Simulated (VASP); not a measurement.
Set up this calculation in VASP 6.6.1, as the native input.

* Task: relaxation of cell and atoms
* Functional: PBE
* Potentials or basis: VASP PAW PBE potentials, release 64 (Tl_d, H_h)
* Cutoff: 910 eV
* k mesh: 6 × 6 × 4
* Occupations: gaussian, width 0.1 eV
* Spin: no spin polarisation
* Dipole correction: no
* Further INCAR settings: ALGO = Normal; EDIFF = 1e-07; IBRION = 2; EDIFFG = -0.04; NSW = 90; ISIF = 3

The structure of TlH5 lies in POSCAR:

```
TlH5
1.0
    4.7674438200      0.0000000000      0.0000000000
   -2.3837219100      4.1287274600      0.0000000000
    0.0000000000      0.0000000000      3.8792927700
Tl H
1 5
Direct
    0.0000000000      0.0000000000      0.0000000000
    0.3333333300      0.6666666700      0.0000000000
    0.6666666700      0.3333333300      0.0000000000
    0.5000000000      0.0000000000      0.5000000000
    0.5000000000      0.5000000000      0.5000000000
    0.0000000000      0.5000000000      0.5000000000
```

The cell was built from a structure type or drawn by symmetry, and may not be a known phase.

The input as run:

INCAR

```
  PREC = Accurate
  ENCUT = 910
  EDIFF = 1E-7
  ISMEAR = 0
  SIGMA = 0.1
  LREAL = False
  LASPH = True
  NELM = 120
  ALGO = Normal
  ISIF = 3
  LWAVE = False
  LCHARG = False
  GGA = PE
  IBRION = 2
  NSW = 90
  EDIFFG = -0.04
  GGA_COMPAT = False
  NELMIN = 4
```

KPOINTS

```
Automatic mesh
0
Gamma
  6 6 4
```

Potentials or basis: VASP PAW PBE potentials, release 64 (Tl_d, H_h).

Command:

```sh
$ cat potpaw_PBE.64/Tl_d/POTCAR potpaw_PBE.64/H_h/POTCAR > POTCAR
$ mpirun -np 1 vasp_std > vasp.out
```

Results of the run:

* Relaxed volume: 7.62 Å³/atom
* Relaxed cell: a = 3.963 Å, b = 3.963 Å, c = 3.361 Å, α = 90.00°, β = 90.00°, γ = 120.00°
* Space group after relaxing (to 0.1 Å): P6/mmm (No. 191)
* Energy gained by relaxing: 254.4 meV/atom
* Ionic steps: 5
* Pressure after relaxing: -0.1 GPa
* Band gap on the k mesh: zero (bands 9 and 10 overlap by 5.17 eV)

Caveat: the k points lie up to 0.47 Å⁻¹ apart in the final cell, too coarse for converged energies and pressures of a metal; the volume moved by over 15 % at a fixed basis, so the end points are rough; spin-orbit coupling is left out, which moves the levels of the heavy elements.

Wall time 85 s on 1 thread of Intel(R) Xeon(R) 6975P-C (Granite Rapids) (shared host), peak memory 0.35 GiB.
